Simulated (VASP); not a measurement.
# MoF2 (R3m) in VASP: further runs

Runs on MoF2. Level: PBE. Tasks: single point, relaxation of cell and atoms.

Everything below comes from runs of VASP 6.6.1. Logs are shortened: lines on timing, memory, paths and dates and some standing lists are left out, and cuts for length are marked.

## 1. The cell of the first run

The structure is trigonal, space group R3m (No. 160). Conventional cell: a = 2.771 Å, b = 2.771 Å, c = 18.184 Å, α = 90.00°, β = 90.00°, γ = 120.00°. Within 3.0 Å of Mo (site symmetry 3m) lie 6 F at 2.24 Å and 6 Mo at 2.77 Å. F (site symmetry 3m) has 3 Mo at 2.24 Å and 6 F at 2.77 Å within 3.0 Å. Within 3.0 Å of F (site symmetry 3m) lie 3 Mo at 2.24 Å and 6 F at 2.77 Å.

## 2. Single point, PBE, collinear spin

The input, INCAR:

```
SYSTEM = MoF2
ALGO = Normal
EDIFF = 1E-6
ENCUT = 520
GGA = PE
ISIF = 2
ISMEAR = 0
ISPIN = 2
LASPH = .TRUE.
LCHARG = .FALSE.
LMAXMIX = 4
LORBIT = 11
LREAL = .FALSE.
LWAVE = .FALSE.
MAGMOM = 0.53 0 0
NBANDS = 25
NELM = 150
PREC = Accurate
SIGMA = 0.1
```

The input, KPOINTS:

```
k-points
0
G
  6 6 6
  0 0 0
```

The input, POSCAR:

```
MoF2
1.0
    1.3854481284      0.7998888499      6.0613534671
   -1.3854481284      0.7998888499      6.0613534671
    0.0000000000     -1.5997776997      6.0613534671
Mo F
1 2
Direct
   -0.0000133503     -0.0000133503     -0.0000133503
    0.7530295044      0.7530295044      0.7530295044
    0.5802838459      0.5802838459      0.5802838459
```

Potentials or basis: VASP PAW PBE potentials, release 64 (Mo_sv, F).

The run is started by

```sh
cat potpaw_PBE.64/Mo_sv/POTCAR potpaw_PBE.64/F/POTCAR > POTCAR
mpirun -np 1 vasp_std > vasp.out
```

OUTCAR:

```text
SYSTEM = MoF2
   EDIFF = 1E-6
   ENCUT = 520
   GGA = PE
   ISIF = 2
   ISMEAR = 0
   ISPIN = 2
   LASPH = .TRUE.
   LORBIT = 11
   LREAL = .FALSE.
   NELM = 150
   PREC = Accurate

 ion  position               nearest neighbor table
   1  1.000  1.000  1.000-   3 2.24   3 2.24   3 2.24   2 2.24   2 2.24   2 2.24
   2  0.753  0.753  0.753-   1 2.24   1 2.24   1 2.24
   3  0.580  0.580  0.580-   1 2.24   1 2.24   1 2.24

  LATTYP: Found a trigonal (rhomboedric) cell.
 ALAT       =     6.2689149413
 COS(alpha) =     0.9023154721

  Lattice vectors:

 A1 = (   1.3854481284,   0.7998888499,   6.0613534671)
 A2 = (  -1.3854481284,   0.7998888499,   6.0613534671)
 A3 = (   0.0000000000,  -1.5997776997,   6.0613534671)

Analysis of symmetry for initial positions (statically):
=====================================================================
 Subroutine PRICEL returns:
 Original cell was already a primitive cell.

 Routine SETGRP: Setting up the symmetry group for a
 trigonal (rhombohedral) supercell.

 Subroutine GETGRP returns: Found  6 space group operations
 (whereof  6 operations were pure point group operations)
 out of a pool of 12 trial point group operations.

The static configuration has the point symmetry C_3v.

Analysis of symmetry for dynamics (positions and initial velocities):
=====================================================================
 Subroutine PRICEL returns:
 Original cell was already a primitive cell.

 Routine SETGRP: Setting up the symmetry group for a
 trigonal (rhombohedral) supercell.

 Subroutine GETGRP returns: Found  6 space group operations
 (whereof  6 operations were pure point group operations)
 out of a pool of 12 trial point group operations.

The dynamic configuration has the point symmetry C_3v.

Analysis of structural, dynamic, and magnetic symmetry:
=====================================================================
 Subroutine PRICEL returns:
 Original cell was already a primitive cell.

 Routine SETGRP: Setting up the symmetry group for a
 trigonal (rhombohedral) supercell.

 Subroutine GETGRP returns: Found  6 space group operations
 (whereof  6 operations were pure point group operations)
 out of a pool of 12 trial point group operations.

The overall configuration has the point symmetry C_3v.

 Subroutine INISYM returns: Found  6 space group operations
 (whereof  6 operations are pure point group operations),
[... 121 lines left out ...]
  Thomas-Fermi vector in A             =   2.567601
   LORBIT       =     11    0 simple, 1 ext, 2 COOP (PROOUT), +10 PAW based schemes
   GGA     = PE    functional components
   LHFCALC =     F    Hartree Fock is set to
   AEXX    =    0.0000 exact exchange contribution
   IVDW    =     0    specifies the selected vdW correction
   LEPSILON=     F    determine dielectric tensor
   LRPA    =     F    only Hartree local field effects (RPA)
 spin polarized calculation
 Gauss-broadening in eV      SIGMA  =   0.10
  energy-cutoff  :      520.00
  volume of cell :       40.30
 maximum number of plane-waves:      1098
 NGX is ok and might be reduce to    48
   NGX = 23   NGY = 23   NGZ = 23

 number of electron      28.0000008 magnetization       0.8894176

 Free energy of the ion-electron system (eV)
  ---------------------------------------------------
  ext. energy  EPLUGINS =         0.00000000
  ---------------------------------------------------
  free energy    TOTEN  =       -18.43205801 eV

  energy without entropy =      -18.41003258  energy(sigma->0) =      -18.42104530

 E-fermi :   5.3951     XC(G=0): -10.3606

 val. band max:        5.3850854456   @ k =  -0.1667   0.3333   0.1667
 cond. band min:       5.3995697597   @ k =   0.5000   0.1667  -0.0000
 fundamental gap:      0.0144843141
 Fermi energy:         5.3951477722

 spin component 1

 k-point     1 :       0.0000    0.0000    0.0000
  band No.  band energies     occupation
      1     -57.2981      1.00000
      2     -31.8508      1.00000
      3     -30.5658      1.00000
      4     -30.5658      1.00000
      5     -20.0706      1.00000
      6     -19.6211      1.00000
[... 661 lines left out ...]
     24      21.2940      0.00000
     25      21.6745      0.00000

 [... further k-points ...]

 spin component 2

 k-point     1 :       0.0000    0.0000    0.0000
  band No.  band energies     occupation
      1     -56.8175      1.00000
      2     -31.1811      1.00000
      3     -30.1159      1.00000
      4     -30.1159      1.00000
      5     -19.9269      1.00000
      6     -19.4689      1.00000
[... 661 lines left out ...]
     24      21.4715      0.00000
     25      21.9278      0.00000

 [... further k-points ...]

------------------------ aborting loop because EDIFF is reached ----------------------------------------

  FORCE on cell =-STRESS in cart. coord.  units (eV):
  Direction    XX          YY          ZZ          XY          YZ          ZX
  --------------------------------------------------------------------------------------
  -------------------------------------------------------------------------------------
  Total        0.0443896      0.0443896      0.1553504      0.0000000      0.0000000      0.0000000
  in kB        1.7646175      1.7646175      6.1756430      0.0000000      0.0000000      0.0000000
  external PRESSURE =       3.2349594 kB  Pullay stress =       0.0000000 kB

 VOLUME and BASIS-vectors are now :
 -----------------------------------------------------------------------------
  energy-cutoff  :      520.00
  volume of cell :       40.30
      direct lattice vectors                 reciprocal lattice vectors
     1.385448128  0.799888850  6.061353467     0.360894060  0.208362283  0.054993218
    -1.385448128  0.799888850  6.061353467    -0.360894060  0.208362283  0.054993218
     0.000000000 -1.599777700  6.061353467     0.000000000 -0.416724565  0.054993218

 POSITION                                       TOTAL-FORCE (eV/Angst)
 -----------------------------------------------------------------------------------
      0.00000      0.00000     18.18382         0.000000      0.000000      0.000119
      0.00000      0.00000     13.69313         0.000000      0.000000      0.040999
      0.00000      0.00000     10.55192         0.000000     -0.000000     -0.041117
 -----------------------------------------------------------------------------------
    total drift:                               -0.000000     -0.000000     -0.000012

  FREE ENERGIE OF THE ION-ELECTRON SYSTEM (eV)
  ---------------------------------------------------
  free  energy   TOTEN  =       -18.4320580148 eV

  energy  without entropy=      -18.4100325773  energy(sigma->0) =      -18.42104530

 total charge

# of ion       s       p       d       tot
------------------------------------------
    1        2.230   6.136   3.884  12.250
    2        1.747   4.293   0.000   6.041
    3        1.747   4.293   0.000   6.041
--------------------------------------------------
tot          5.725  14.723   3.884  24.332

 magnetization (x)

# of ion       s       p       d       tot
------------------------------------------
    1        0.001   0.012   0.652   0.665
    2        0.004   0.066   0.000   0.071
    3        0.004   0.066   0.000   0.071
--------------------------------------------------
tot          0.009   0.145   0.652   0.806
```

Run time: 3 min. Hardware: 1 thread of Oxide Virtual Turin-like, shared host; peak memory 0.37 GiB.

What came out:

```
Free energy                                           : -18.4321 eV
Pressure                                              : 0.3 GPa
Largest force                                         : 0.041 eV/Å
Net moment                                            : 0.89 μB per cell
Site moments                                          : Mo +0.67; F +0.07 μB
Valence electrons inside the program's atomic spheres : Mo 12.25; F 6.04
```

Forces in eV/Å, atoms in the order of the input:
```
Mo   0.000  0.000  0.000
F    0.000  0.000  0.041
F    0.000  0.000 -0.041
```

Levels at points of the mesh, in eV from the Fermi level:
Spin up:
| k point | band 11 | band 12 | band 13 | band 14 | band 15 | band 16 | band 17 | band 18 | band 19 | band 20 |
| --- | --- | --- | --- | --- | --- | --- | --- | --- | --- | --- |
| (0.00, 0.00, 0.00) | -5.62 | -5.62 | -3.87 | -1.30 | -1.30 | 0.82 | 0.82 | 1.36 | 7.13 | 8.18 |
| (0.50, 0.00, 0.00) | -6.51 | -5.74 | -3.75 | -0.23 | 1.00 | 1.25 | 2.75 | 5.82 | 11.08 | 11.47 |
| (0.50, 0.50, 0.00) | -6.48 | -5.78 | -3.71 | -0.30 | 1.02 | 1.26 | 2.75 | 5.91 | 11.06 | 11.77 |
| (0.50, 0.50, 0.50) | -5.61 | -5.61 | -3.67 | -1.31 | -1.31 | 0.82 | 0.82 | 1.82 | 5.28 | 10.85 |
Spin down:
```tsv
k point	band 9	band 10	band 11	band 12	band 13	band 14	band 15	band 16	band 17	band 18
(0.00, 0.00, 0.00)	-5.67	-5.67	-5.47	-5.47	-3.49	-0.93	-0.93	1.51	1.51	1.75
(0.50, 0.00, 0.00)	-7.17	-6.45	-6.32	-5.62	-3.39	0.35	1.64	1.76	3.20	6.12
(0.50, 0.50, 0.00)	-7.09	-6.55	-6.29	-5.65	-3.36	0.28	1.66	1.77	3.19	6.22
(0.50, 0.50, 0.50)	-5.68	-5.68	-5.46	-5.46	-3.30	-0.93	-0.93	1.51	1.51	2.24
```

Caveat: the k points lie up to 0.44 Å⁻¹ apart.

## 3. Relaxation of cell and atoms, PBE, collinear spin

This run uses another cell than the first one, of 11.19 Å³/atom.

The input, INCAR:

```
ALGO = Fast
EDIFF = 1E-6
EDIFFG = -0.04
ENCUT = 600
GGA = PE
IBRION = 2
ISIF = 3
ISMEAR = 0
ISPIN = 2
LASPH = True
LCHARG = False
LMAXMIX = 4
LORBIT = 11
LREAL = False
LWAVE = False
MAGMOM = 0.53 0 0
NELM = 150
NSW = 90
PREC = Accurate
SIGMA = 0.1
```

The input, KPOINTS:

```
k-points
0
Gamma
  6 6 6
```

The input, POSCAR:

```
MoF2
1.0
    1.3577034818      0.7838704707      5.2568223745
   -1.3577034818      0.7838704707      5.2568223745
    0.0000000000     -1.5677409413      5.2568223745
Mo F
1 2
Direct
    0.0000000000      0.0000000000      0.0000000000
    0.7484000000      0.7484000000      0.7484000000
    0.5849000000      0.5849000000      0.5849000000
```

Potentials or basis: VASP PAW PBE potentials, release 64 (Mo_sv, F).

The run is started by

```sh
cat potpaw_PBE.64/Mo_sv/POTCAR potpaw_PBE.64/F/POTCAR > POTCAR
mpirun -np 1 vasp_std > vasp.out
```

Wall time 42 min (1 thread of Oxide Virtual Turin-like, shared host); peak memory 0.43 GiB.

It converged, with:

* Free energy: -18.4139 eV
* Relaxed volume: 12.95 Å³/atom
* Relaxed cell: a = 6.051 Å, b = 6.051 Å, c = 6.051 Å, α = 26.49°, β = 26.49°, γ = 26.49°
* Space group after relaxing (to 0.1 Å): R3m (No. 160)
* Energy gained by relaxing: 540.2 meV/atom
* Ionic steps: 13
* Pressure after relaxing: 0.1 GPa
* Largest force after relaxing: 0.021 eV/Å
* Net moment: 0.89 μB per cell
* Site moments: Mo +0.67; F +0.07 μB
* Valence electrons inside the program's atomic spheres: Mo 12.25; F 6.04

Forces on the atoms (eV/Å):
```
Mo   0.000  0.000 -0.002
F    0.000  0.000 -0.018
F    0.000  0.000  0.021
```

Stress tensor (GPa, compression positive):
```
-0.06  0.00  0.00
 0.00 -0.06  0.00
 0.00  0.00  0.44
```

The path:
| step | energy change (eV) | largest force (eV/Å) | pressure (GPa) | volume (Å³) |
| --- | --- | --- | --- | --- |
| 1 | 0.0000 | 5.7786 | 56.32 | 33.57 |
| 2 | 1.4635 | 3.0141 | -30.50 | 56.44 |
| 3 | -1.5321 | 0.3437 | -7.37 | 41.03 |
| 4 | -1.5620 | 0.0127 | -4.05 | 40.22 |
| 5 | -1.5673 | 0.2508 | -1.76 | 39.71 |
| 6 | -1.6089 | 0.0613 | -0.93 | 39.09 |
| 7 | -1.6191 | 0.0659 | -0.21 | 38.63 |
| 8 | -1.6191 | 0.0755 | -0.19 | 38.60 |
| 9 | -1.6191 | 0.0822 | -0.15 | 38.58 |
| 10 | -1.6194 | 0.0182 | 0.51 | 38.49 |
| 11 | -1.6194 | 0.0264 | 0.41 | 38.51 |
| 12 | -1.6198 | 0.0264 | 0.37 | 38.59 |
| 13 | -1.6207 | 0.0206 | 0.11 | 38.85 |

Final structure:
```cif
data_structure
_symmetry_space_group_name_H-M 'P 1'
_symmetry_Int_Tables_number 1
_cell_length_a 6.0510
_cell_length_b 6.0510
_cell_length_c 6.0510
_cell_angle_alpha 26.489
_cell_angle_beta 26.489
_cell_angle_gamma 26.489
_cell_volume 38.85
loop_
_atom_site_label
_atom_site_type_symbol
_atom_site_fract_x
_atom_site_fract_y
_atom_site_fract_z
_atom_site_occupancy
Mo1 Mo 0.00000 0.00000 0.00000 1
F1 F 0.75647 0.75647 0.75647 1
F2 F 0.57682 0.57682 0.57682 1
```

Levels at points of the mesh, in eV from the Fermi level:
Spin up:
```csv
k point,band 13,band 14,band 15,band 16,band 17,band 18
"(0.00, 0.00, 0.00)",-3.89,-1.30,-1.30,0.81,0.81,1.34
"(0.50, 0.00, 0.00)",-3.74,-0.22,0.99,1.24,2.74,5.80
"(0.50, 0.50, 0.00)",-3.70,-0.31,1.01,1.27,2.74,5.91
"(0.50, 0.50, 0.50)",-3.63,-1.31,-1.31,0.82,0.82,1.88
```
Spin down:
| k point | band 9 | band 10 | band 11 | band 12 | band 13 | band 14 | band 15 | band 16 | band 17 | band 18 |
| --- | --- | --- | --- | --- | --- | --- | --- | --- | --- | --- |
| (0.00, 0.00, 0.00) | -5.64 | -5.64 | -5.46 | -5.46 | -3.51 | -0.92 | -0.92 | 1.51 | 1.51 | 1.73 |
| (0.50, 0.00, 0.00) | -7.19 | -6.40 | -6.31 | -5.58 | -3.39 | 0.36 | 1.63 | 1.75 | 3.19 | 6.10 |
| (0.50, 0.50, 0.00) | -7.06 | -6.55 | -6.26 | -5.65 | -3.35 | 0.27 | 1.66 | 1.77 | 3.19 | 6.22 |
| (0.50, 0.50, 0.50) | -5.67 | -5.67 | -5.44 | -5.44 | -3.26 | -0.93 | -0.93 | 1.51 | 1.51 | 2.30 |

Caveat: the k points lie up to 0.44 Å⁻¹ apart in the final cell; the volume moved by over 15 % at a fixed basis, so the end points are rough.
